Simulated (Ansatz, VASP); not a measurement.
## Pb in VASP and in Ansatz

File INCAR:

```
PREC     = Accurate       # precision mode
ENCUT    = 520            # plane-wave cutoff, eV
EDIFF    = 1E-7           # SCF threshold, eV
ISMEAR   = -1             # smearing method
SIGMA    = 0.08           # smearing width, eV
LREAL    = False          # projectors in reciprocal space
LASPH    = True           # aspherical terms in the spheres
NELM     = 100            # most SCF steps
ALGO     = Normal         # electronic algorithm
ISIF     = 2              # what is computed and relaxed
LWAVE    = False          # write WAVECAR
LCHARG   = False          # write CHGCAR
GGA      = PE             # functional
NBANDS   = 21             # bands
```

Contents of KPOINTS:

```
regular mesh
0
Gamma
  14 14 8
```

POSCAR

```
Pb
1.0
    3.5334053558      0.0000000000      0.0000000000
   -1.7667026779      3.0600187999      0.0000000000
    0.0000000000      0.0000000000      5.4223000000
Pb
2
Direct
    0.3333333333      0.6666666667      0.2500000000
    0.6666666667      0.3333333333      0.7500000000
```

Input for Ansatz:

```yaml
crystal:
  lattice:
    - [3.5334053558, 0.0, 0.0]
    - [-1.7667026779, 3.0600187999, 0.0]
    - [0.0, 0.0, 5.4223]
  atoms:
    - { symbol: Pb, position: [0.3333333333, 0.6666666667, 0.25] }
    - { symbol: Pb, position: [0.6666666667, 0.3333333333, 0.75] }
kpoints:
  mp_grid: { grid: [14, 14, 8] }
scf:
  occupations: { method: fermi_dirac, width: 0.08 }
hamiltonian:
  xc: pbe
  pseudopotentials: { kind: all_electron, lapw: { basis_error: 0.0005 } }
output:
  forces: true
  stress: true
  eigenvalues: true
```

Change from the starting cell: z stretched by -3 % at fixed volume.

Alike in both runs: task single point; functional PBE; k mesh 14 × 14 × 8; occupations fermi-dirac, width 0.08 eV; no spin polarisation.

|  | VASP | Ansatz |
| --- | --- | --- |
| version | VASP 6.6.1 | Ansatz 0.2.0 |
| potentials or method | VASP PAW PBE potentials, release 64 (Pb_d), cutoff 520 eV | all-electron LAPW, scalar-relativistic |

|  | VASP | Ansatz | Ansatz less VASP |
| --- | --- | --- | --- |
| pressure (GPa) | 4.3 | 4.4 | +0.07 |
| traceless stress, the component that is largest in VASP (GPa) | 2.63 | 2.63 | +0.002 |

Ansatz ran all-electron here, and VASP with PAW potentials.

Neither program's run includes spin-orbit coupling.
